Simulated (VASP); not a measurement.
# Cd (Fm-3m) in VASP: a series of runs

Cd is run at these levels: PBEsol; tasks: single point.

Program: VASP 6.6.1. These are calculated values, not measurements. Logs are shortened: lines on timing, memory, paths and dates and some standing lists are left out, and cuts for length are marked.

## 1. The cell of the first run

Symmetry: Fm-3m, No. 225, cubic system. The conventional cell has a = 4.346 Å, b = 4.346 Å, c = 4.346 Å, α = 90.00°, β = 90.00°, γ = 90.00°. Cd (site symmetry m-3m) has 12 Cd at 3.07 Å within 4.0 Å.

## 2. Single point, PBEsol

Input file INCAR:

```
SYSTEM = Cd
PREC     = Accurate       ! precision mode
ENCUT    = 520            ! plane-wave cutoff, eV
EDIFF    = 1E-7           ! SCF threshold, eV
ISMEAR   = -1             ! smearing method
SIGMA    = 0.1            ! smearing width, eV
LREAL    = .False.        ! projectors in reciprocal space
LASPH    = .True.         ! aspherical terms in the spheres
NELM     = 80             ! most SCF steps
ALGO     = Normal         ! electronic algorithm
ISIF     = 2              ! what is computed and relaxed
LWAVE    = .False.        ! write WAVECAR
LCHARG   = .False.        ! write CHGCAR
GGA      = PS             ! functional
NBANDS   = 12             ! bands
```

Input file KPOINTS:

```
Automatic mesh
0
Gamma
  9 9 9
  0 0 0
```

Input file POSCAR:

```
Cd
1.0
    0.0000000000      2.1728689270      2.1728689270
    2.1728689270      0.0000000000      2.1728689270
    2.1728689270      2.1728689270      0.0000000000
Cd
1
Direct
    0.0000000000      0.0000000000      0.0000000000
```

Potentials or basis: VASP PAW PBE potentials, release 64 (Cd).

Started as:

```console
$ cat potpaw_PBE.64/Cd/POTCAR > POTCAR
$ mpirun -np 1 vasp_std > vasp.out
```

OUTCAR:

```text
SYSTEM = Cd
   PREC = Accurate
   ENCUT = 520
   EDIFF = 1E-7
   ISMEAR = -1
   LREAL = .False.
   LASPH = .True.
   NELM = 80
   ISIF = 2
   GGA = PS

 ion  position               nearest neighbor table
   1  0.000  0.000  0.000-

  LATTYP: Found a face centered cubic cell.
 ALAT       =     4.3457378540

  Lattice vectors:

 A1 = (   0.0000000000,   2.1728689270,   2.1728689270)
 A2 = (   2.1728689270,   0.0000000000,   2.1728689270)
 A3 = (   2.1728689270,   2.1728689270,   0.0000000000)

Analysis of symmetry for initial positions (statically):
=====================================================================
 Subroutine PRICEL returns:
 Original cell was already a primitive cell.

 Routine SETGRP: Setting up the symmetry group for a
 face centered cubic supercell.

 Subroutine GETGRP returns: Found 48 space group operations
 (whereof 48 operations were pure point group operations)
 out of a pool of 48 trial point group operations.

The static configuration has the point symmetry O_h .

Analysis of symmetry for dynamics (positions and initial velocities):
=====================================================================
 Subroutine PRICEL returns:
 Original cell was already a primitive cell.

 Routine SETGRP: Setting up the symmetry group for a
 face centered cubic supercell.

 Subroutine GETGRP returns: Found 48 space group operations
 (whereof 48 operations were pure point group operations)
 out of a pool of 48 trial point group operations.

The dynamic configuration has the point symmetry O_h .

 Subroutine INISYM returns: Found 48 space group operations
 (whereof 48 operations are pure point group operations),
 and found     1 'primitive' translations

----------------------------------------------------------------------------------------

                                     Primitive cell

  volume of cell :      20.5178

  direct lattice vectors                    reciprocal lattice vectors
     0.000000000  2.172868927  2.172868927    -0.230110521  0.230110521  0.230110521
     2.172868927  0.000000000  2.172868927     0.230110521 -0.230110521  0.230110521
     2.172868927  2.172868927  0.000000000     0.230110521  0.230110521 -0.230110521

  length of vectors
     3.072900706  3.072900706  3.072900706     0.398563113  0.398563113  0.398563113

  position of ions in fractional coordinates (direct lattice)
     0.000000000  0.000000000  0.000000000

  ion indices of the primitive-cell ions
   primitive index   ion index
                 1           1

----------------------------------------------------------------------------------------

 KPOINTS: Automatic mesh

Automatic generation of k-mesh.
 Grid dimensions read from file:
 generate k-points for:    9    9    9

 Generating k-lattice:

  Cartesian coordinates                     Fractional coordinates (reciprocal lattice)
    -0.025567836  0.025567836  0.025567836     0.111111111  0.000000000  0.000000000
     0.025567836 -0.025567836  0.025567836     0.000000000  0.111111111  0.000000000
     0.025567836  0.025567836 -0.025567836     0.000000000  0.000000000  0.111111111

  Length of vectors
     0.044284790  0.044284790  0.044284790

  Shift w.r.t. Gamma in fractional coordinates (k-lattice)
     0.000000000  0.000000000  0.000000000

 Subroutine IBZKPT returns following result:
 ===========================================

 Found     35 irreducible k-points:

 Following reciprocal coordinates:
            Coordinates               Weight
  0.000000  0.000000  0.000000      1.000000
  0.111111  0.000000  0.000000      8.000000
  0.222222  0.000000  0.000000      8.000000
  0.333333  0.000000  0.000000      8.000000
  0.444444  0.000000  0.000000      8.000000
  0.111111  0.111111  0.000000      6.000000
[... 16 lines left out ...]
 -0.333333  0.333333  0.000000     12.000000
  0.444444  0.444444  0.000000      6.000000
 [... further k-points ...]
   k-points           NKPTS =     35   k-points in BZ     NKDIM =     35   number of bands    NBANDS=     12
   number of dos      NEDOS =    301   number of ions     NIONS =      1
   total plane-waves  NPLWV =  13824
   dimension x,y,z NGX =    24 NGY =   24 NGZ =   24
   dimension x,y,z NGXF=    48 NGYF=   48 NGZF=   48
   ions per type =               1
   NGX,Y,Z   is equivalent  to a cutoff of  12.98, 12.98, 12.98 a.u.
   NGXF,Y,Z  is equivalent  to a cutoff of  25.97, 25.97, 25.97 a.u.
 SYSTEM =  Cd
   PREC   = accura    normal or accurate (medium, high low for compatibility)
   ISTART =      0    job   : 0-new  1-cont  2-samecut
   ICHARG =      2    charge: 1-file 2-atom 10-const
   ISPIN  =      1    spin polarized calculation?
   LNONCOLLINEAR =      F non collinear calculations
   LSORBIT =      F    spin-orbit coupling
   LASPH  =      T    aspherical Exc in radial PAW
   ENCUT  =  520.0 eV  38.22 Ry    6.18 a.u.   5.71  5.71  5.71*2*pi/ulx,y,z
   NELM   =     80;   NELMIN=  2; NELMDL= -5     # of ELM steps
   EDIFF  = 0.1E-06   stopping-criterion for ELM
   LREAL  =      F    real-space projection
   EDIFFG = 0.1E-05   stopping-criterion for IOM
   NSW    =      0    number of steps for IOM
   IBRION =     -1    ionic relax: 0-MD 1-quasi-New 2-CG
   NFREE  =      0    steps in history (QN), initial steepest desc. (CG)
   ISIF   =      2    stress and relaxation
   ISYM   =      2    0-nonsym 1-usesym 2-fastsym
   POTIM  = 0.5000    time-step for ionic-motion
   TEBEG  =    0.0;   TEEND  =   0.0 temperature during run
   PSTRESS=    0.0 pullay stress
   NELECT =      12.0000    total number of electrons
   NUPDOWN=      -1.0000    fix difference up-down
   EMIN   =  10.00;   EMAX   =-10.00  energy-range for DOS
   EFERMI =   0.00;   METHOD = LEGACY
   ISMEAR =    -1;   SIGMA  =   0.10  broadening in eV -4-tet -1-fermi 0-gaus
   EFERMI_NEDOS =   21; number of points for ismear=-14 and -15
   IALGO  =     38    algorithm
   IMIX   =      4    mixing-type and parameters
     AMIX     =   0.40;   BMIX     =  1.00
     AMIX_MAG =   1.60;   BMIX_MAG =  1.00
  volume/ion in A,a.u.               =      20.52       138.46
  Fermi-wavevector in a.u.,A,eV,Ry     =   1.369068  2.587164 25.502045  1.874347
  Thomas-Fermi vector in A             =   2.494976
   LORBIT       =      0    0 simple, 1 ext, 2 COOP (PROOUT), +10 PAW based schemes
   GGA     = PS    functional components
   LHFCALC =     F    Hartree Fock is set to
   AEXX    =    0.0000 exact exchange contribution
   IVDW    =     0    specifies the selected vdW correction
   LEPSILON=     F    determine dielectric tensor
   LRPA    =     F    only Hartree local field effects (RPA)
 non-spin polarized calculation
  energy-cutoff  :      520.00
  volume of cell :       20.52
 maximum number of plane-waves:       562
   NGX = 11   NGY = 11   NGZ = 11

 number of electron      12.0000001 magnetization

 Free energy of the ion-electron system (eV)
  ---------------------------------------------------
  ext. energy  EPLUGINS =         0.00000000
  ---------------------------------------------------
  free energy    TOTEN  =        -1.18173027 eV

  energy without entropy =       -1.17114296  energy(sigma->0) =       -1.17643661

 E-fermi :   3.0589     XC(G=0): -11.4961

 val. band max:        2.9841265616   @ k =   0.4444   0.0000   0.0000
 cond. band min:       3.2584671095   @ k =  -0.3333   0.4444   0.2222
 fundamental gap:      0.2743405480
 Fermi energy:         3.0588666457

 k-point     1 :       0.0000    0.0000    0.0000
  band No.  band energies     occupation
      1      -6.1816      2.00000
      2      -6.1305      2.00000
      3      -6.1305      2.00000
      4      -6.1305      2.00000
      5      -5.6054      2.00000
      6      -5.6054      2.00000
      7      17.2233      0.00000
      8      18.6524      0.00000
      9      18.6524      0.00000
     10      18.6524      0.00000
     11      22.1579      0.00000
     12      22.1579      0.00000

 k-point     2 :       0.1111    0.0000    0.0000
  band No.  band energies     occupation
      1      -6.2102      2.00000
      2      -6.0765      2.00000
      3      -6.0765      2.00000
      4      -5.8015      2.00000
      5      -5.6159      2.00000
      6      -5.6159      2.00000
      7      15.0697      0.00000
      8      17.5646      0.00000
      9      18.2161      0.00000
     10      18.2161      0.00000
     11      22.3482      0.00000
     12      22.8886      0.00000

 k-point     3 :       0.2222    0.0000    0.0000
  band No.  band energies     occupation
      1      -6.3926      2.00000
      2      -6.0139      2.00000
      3      -6.0139      2.00000
      4      -5.5607      2.00000
      5      -5.5607      2.00000
      6      -4.6883      2.00000
      7      10.7033      0.00000
      8      17.3620      0.00000
      9      17.4368      0.00000
     10      17.4368      0.00000
     11      21.8456      0.00000
     12      22.3430      0.00000

 k-point     4 :       0.3333    0.0000    0.0000
  band No.  band energies     occupation
      1      -6.5925      2.00000
      2      -6.0603      2.00000
      3      -6.0603      2.00000
      4      -5.3663      2.00000
      5      -5.3663      2.00000
      6      -2.8680      2.00000
      7       6.5814      0.00000
      8      16.7157      0.00000
      9      16.7157      0.00000
     10      16.8057      0.00000
     11      20.9228      0.00000
     12      20.9228      0.00000

 k-point     5 :       0.4444    0.0000    0.0000
  band No.  band energies     occupation
      1      -6.7188      2.00000
      2      -6.1181      2.00000
      3      -6.1181      2.00000
      4      -5.2031      2.00000
      5      -5.2031      2.00000
      6      -0.4442      2.00000
      7       2.9841      1.35722
      8      16.2549      0.00000
      9      16.2549      0.00000
     10      16.3623      0.00000
     11      20.2125      0.00000
     12      20.2125      0.00000
[... 228 lines left out ...]
      1      -6.7328      2.00000
      2      -6.5926      2.00000
      3      -5.3876      2.00000
      4      -5.3454      2.00000
      5      -5.1514      2.00000
      6      -0.1364      2.00000
      7       8.0102      0.00000
      8       8.9439      0.00000
      9      11.0157      0.00000
     10      14.8866      0.00000
     11      17.1117      0.00000
     12      28.4619      0.00000

 k-point    22 :      -0.4444    0.3333    0.0000
  band No.  band energies     occupation
      1      -6.6777      2.00000
      2      -6.4231      2.00000
      3      -5.5401      2.00000
      4      -5.4651      2.00000
      5      -5.1621      2.00000
      6       2.2953      1.99903
      7       5.2218      0.00000
      8       6.8091      0.00000
      9      11.4409      0.00000
     10      14.9888      0.00000
     11      20.7366      0.00000
     12      27.1464      0.00000

 k-point    23 :      -0.3333    0.3333    0.0000
  band No.  band energies     occupation
      1      -6.5351      2.00000
      2      -6.1002      2.00000
      3      -5.8476      2.00000
      4      -5.5815      2.00000
      5      -5.3155      2.00000
      6       2.4304      1.99628
      7       4.9867      0.00000
      8       6.0529      0.00000
      9      12.7091      0.00000
     10      15.3766      0.00000
     11      24.9262      0.00000
     12      25.8541      0.00000

 k-point    24 :       0.4444    0.4444    0.0000
  band No.  band energies     occupation
      1      -6.8511      2.00000
      2      -6.7747      2.00000
      3      -5.2156      2.00000
      4      -5.1083      2.00000
      5      -5.1083      2.00000
      6       1.1095      2.00000
      7       5.9183      0.00000
      8      10.2469      0.00000
      9      10.2469      0.00000
     10      14.6570      0.00000
     11      14.7909      0.00000
     12      30.6117      0.00000

 [... further k-points ...]

------------------------ aborting loop because EDIFF is reached ----------------------------------------

  FORCE on cell =-STRESS in cart. coord.  units (eV):
  Direction    XX          YY          ZZ          XY          YZ          ZX
  --------------------------------------------------------------------------------------
  -------------------------------------------------------------------------------------
  Total        0.2390210      0.2390210      0.2390210     -0.0000000     -0.0000000      0.0000000
  in kB       18.6644891     18.6644891     18.6644891     -0.0000000     -0.0000000      0.0000000
  external PRESSURE =      18.6644891 kB  Pullay stress =       0.0000000 kB

 VOLUME and BASIS-vectors are now :
 -----------------------------------------------------------------------------
  energy-cutoff  :      520.00
  volume of cell :       20.52
      direct lattice vectors                 reciprocal lattice vectors
     0.000000000  2.172868927  2.172868927    -0.230110521  0.230110521  0.230110521
     2.172868927  0.000000000  2.172868927     0.230110521 -0.230110521  0.230110521
     2.172868927  2.172868927  0.000000000     0.230110521  0.230110521 -0.230110521

 POSITION                                       TOTAL-FORCE (eV/Angst)
 -----------------------------------------------------------------------------------
      0.00000      0.00000      0.00000        -0.000000     -0.000000     -0.000000
 -----------------------------------------------------------------------------------
    total drift:                                0.000000      0.000000     -0.000000

  FREE ENERGIE OF THE ION-ELECTRON SYSTEM (eV)
  ---------------------------------------------------
  free  energy   TOTEN  =        -1.1817302681 eV

  energy  without entropy=       -1.1711429563  energy(sigma->0) =       -1.17643661
```

Run time: 5.3 s. Hardware: 1 thread of Intel Xeon 6975P-C, shared host; peak memory 0.14 GiB.

Results:

- Free energy: -1.1817 eV
- Pressure: 1.9 GPa
- Band gap on the k mesh: zero (band 6 reaches 3.79 eV, above the bottom of band 7 at 2.27 eV)

Caveat: the PAW data sets were made with another functional, which shifts forces and pressure a little.

## 3. Single point, PBEsol

This run uses another cell than the first one, of 21.17 Å³/atom, 1.032 times its volume.

Edit INCAR of step 2 so:

```diff
@@ -8,3 +8,3 @@
 LASPH    = .True.         ! aspherical terms in the spheres
-NELM     = 80             ! most SCF steps
+NELM     = 100            ! most SCF steps
 ALGO     = Normal         ! electronic algorithm
```

KPOINTS is that of step 2.

Input file POSCAR:

```
Cd
1.0
    0.0000000000      2.1957429125      2.1957429125
    2.1957429125      0.0000000000      2.1957429125
    2.1957429125      2.1957429125      0.0000000000
Cd
1
Direct
    0.0000000000      0.0000000000      0.0000000000
```

Potentials or basis: VASP PAW PBE potentials, release 64 (Cd).

Started as:

```console
$ cat potpaw_PBE.64/Cd/POTCAR > POTCAR
$ mpirun -np 1 vasp_std > vasp.out
```

It took 5.7 s on 1 thread of Intel Xeon 6975P-C, shared host; peak memory 0.14 GiB.

Results (log left out):

```yaml
Free_energy: -1.1852 eV
Pressure: -0.1 GPa
Band_gap_on_the_k_mesh: zero (band 6 reaches 3.57 eV, above the bottom of band 7 at 1.99 eV)
```

Levels at points of the mesh, in eV from the Fermi level:
```tsv
k point	band 4	band 5	band 6	band 7	band 8	band 9
(0.00, 0.00, 0.00)	-8.98	-8.59	-8.59	14.07	15.30	15.30
```

Caveat: the PAW data sets were made with another functional, which shifts forces and pressure a little.
